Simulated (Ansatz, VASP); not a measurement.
**LaHg: VASP beside Ansatz**

Contents of INCAR:

```
SYSTEM = LaHg
  PREC = Accurate
  ENCUT = 500
  EDIFF = 1E-6
  ISMEAR = -1
  SIGMA = 0.08
  LREAL = .FALSE.
  LASPH = .TRUE.
  NELM = 200
  ALGO = Normal
  ISIF = 2
  LWAVE = .FALSE.
  LCHARG = .TRUE.
  GGA = CA
  LELF = .TRUE.
  LVHAR = .TRUE.
  NBANDS = 18
  GGA_COMPAT = .FALSE.
  LMAXMIX = 6
```

KPOINTS

```
Automatic mesh
0
G
  11 11 11
  0 0 0
```

File POSCAR:

```
LaHg
1.0
    3.8624113366      0.0000000000      0.0000000000
    0.0000000000      3.8624113366      0.0000000000
    0.0000000000      0.0000000000      3.8624113366
La Hg
1 1
Direct
    0.5000000000      0.5000000000      0.5000000000
    0.0000000000      0.0000000000      0.0000000000
```

Input for Ansatz:

```yaml
crystal:
  lattice:
    - [3.8624113366, 0.0, 0.0]
    - [0.0, 3.8624113366, 0.0]
    - [0.0, 0.0, 3.8624113366]
  atoms:
    - { symbol: La, position: [0.5, 0.5, 0.5] }
    - { symbol: Hg, position: [0.0, 0.0, 0.0] }
kpoints:
  mp_grid: { grid: [11, 11, 11] }
  band_path:
    path:
      - [0.0, 0.0, 0.0]
      - [0.0, 0.5, 0.0]
      - [0.5, 0.5, 0.0]
      - [0.0, 0.0, 0.0]
      - [0.5, 0.5, 0.5]
      - [0.0, 0.5, 0.0]
      - [0.5, 0.5, 0.5]
      - [0.5, 0.5, 0.0]
    npoints: 5
scf:
  occupations: { method: fermi_dirac, width: 0.08 }
hamiltonian:
  xc: lda
  pseudopotentials: { kind: all_electron, lapw: { basis_error: 0.001 } }
output:
  forces: true
  stress: true
  eigenvalues: true
```

Change from the starting cell: volume scaled by 1.02.

Alike in both runs: task single point; functional LDA; k mesh 11 × 11 × 11; occupations fermi-dirac, width 0.08 eV; no spin polarisation.

|  | VASP | Ansatz |
| --- | --- | --- |
| version | VASP 6.6.1 | Ansatz 0.2.0 |
| potentials or method | VASP PAW LDA potentials, release 64 (La, Hg), cutoff 500 eV | all-electron LAPW, scalar-relativistic |

```csv
,VASP,Ansatz,Ansatz less VASP
pressure (GPa),-2.8,-2.9,-0.13
```

LDA's correlation is that of Perdew and Zunger in VASP and of Perdew and Wang (1992) in Ansatz. Ansatz ran all-electron here, and VASP with PAW potentials.

Spin-orbit coupling is off throughout.
